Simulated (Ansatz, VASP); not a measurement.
**Nb: VASP beside Ansatz**

Contents of INCAR:

```
SYSTEM = Nb
PREC = Accurate
ENCUT = 500
EDIFF = 1E-6
ISMEAR = -1
SIGMA = 0.05
LREAL = .False.
LASPH = .True.
NELM = 120
ALGO = Normal
ISIF = 2
LWAVE = .False.
LCHARG = .False.
NBANDS = 12
GGA_COMPAT = .False.
```

KPOINTS

```
regular mesh
0
Gamma
  14 14 14
  0 0 0
```

File POSCAR:

```
Nb
1.0
    2.4695437803      0.0000000000      0.0000000000
    0.0000000000      2.4695437803      0.0000000000
    0.0000000000      0.0000000000      2.4695437803
Nb
1
Direct
    0.0000000000      0.0000000000      0.0000000000
```

Input for Ansatz:

```yaml
crystal:
  lattice:
    - [2.4695437803, 0.0, 0.0]
    - [0.0, 2.4695437803, 0.0]
    - [0.0, 0.0, 2.4695437803]
  atoms:
    - { symbol: Nb, position: [0.0, 0.0, 0.0] }
kpoints:
  mp_grid: { grid: [14, 14, 14] }
scf:
  occupations: { method: fermi_dirac, width: 0.05 }
hamiltonian:
  xc: lda
  pseudopotentials: { kind: all_electron, datasets: crystal }
output:
  forces: true
  stress: true
  eigenvalues: true
```

Change from the starting cell: volume scaled by 0.8, crystal datasets.

Alike in both runs: task single point; functional LDA; k mesh 14 × 14 × 14; occupations fermi-dirac, width 0.05 eV; no spin polarisation.

|  | VASP | Ansatz |
| --- | --- | --- |
| version | VASP 6.6.1 | Ansatz 0.2.0 |
| potentials or method | VASP PAW LDA potentials, release 64 (Nb_sv), cutoff 500 eV | all-electron PAW with datasets made for the crystal, scalar-relativistic |

|  | VASP | Ansatz | Ansatz less VASP |
| --- | --- | --- | --- |
| pressure (GPa) | 52.5 | 52.3 | -0.13 |

LDA's correlation is that of Perdew and Zunger in VASP and of Perdew and Wang (1992) in Ansatz. Both programs put the cell under a high pressure, so it lies far from rest at this level. Ansatz ran all-electron here, and VASP with PAW potentials.
